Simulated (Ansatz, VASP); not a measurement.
## Pb in VASP and in Ansatz

File INCAR:

```
SYSTEM = Pb
ALGO = Normal
EDIFF = 1E-7
ENCUT = 520
GGA = RP
ISIF = 2
ISMEAR = -1
LASPH = .True.
LCHARG = .False.
LREAL = .False.
LWAVE = .False.
NBANDS = 21
NELM = 60
PREC = Accurate
SIGMA = 0.1
```

KPOINTS

```
k-points
0
Gamma
  11 11 6
  0 0 0
```

File POSCAR:

```
Pb
1.0
    3.6961698852      0.0000000000      0.0000000000
   -1.8480849426      3.2009770173      0.0000000000
    0.0000000000      0.0000000000      6.0593888084
Pb
2
Direct
    0.3333333333      0.6666666667      0.2500000000
    0.6666666667      0.3333333333      0.7500000000
```

Input for Ansatz:

```yaml
crystal:
  lattice:
    - [3.6961698852, 0.0, 0.0]
    - [-1.8480849426, 3.2009770173, 0.0]
    - [0.0, 0.0, 6.0593888084]
  atoms:
    - { symbol: Pb, position: [0.3333333333, 0.6666666667, 0.25] }
    - { symbol: Pb, position: [0.6666666667, 0.3333333333, 0.75] }
hamiltonian:
  xc: rpbe
  pseudopotentials:
    kind: paw
    azcp:
      Pb: "pseudopotentials/Pb.paw.azcp"
basis:
  ecutwfc: 420
  fft_grid_basis: typed
kpoints:
  mp_grid: { grid: [11, 11, 6], shift: [0, 0, 0] }
magnetization:
  spin_polarized: false
scf:
  occupations: { method: fermi_dirac, width: 0.1 }
  lower_state_search: "off"
output:
  stress: true
```

Alike in both runs: task single point; functional RPBE; k mesh 11 × 11 × 6; occupations fermi-dirac, width 0.1 eV; no spin polarisation.

|  | VASP | Ansatz |
| --- | --- | --- |
| version | VASP 6.6.1 | Ansatz 0.2.0 |
| potentials or method | VASP PAW PBE potentials, release 64 (Pb_d), cutoff 520 eV | plane waves (420 eV) with PAW, scalar-relativistic |
| valence electrons in the cell | 28 | 28 |

Ansatz gave:

| Property | Result |
| --- | --- |
| pressure (GPa) | -2.3 |

What did VASP give for the same quantities?

Pressure (GPa): -2.4.

VASP's potentials were made for PBE, not for RPBE.

Spin-orbit coupling is off throughout.
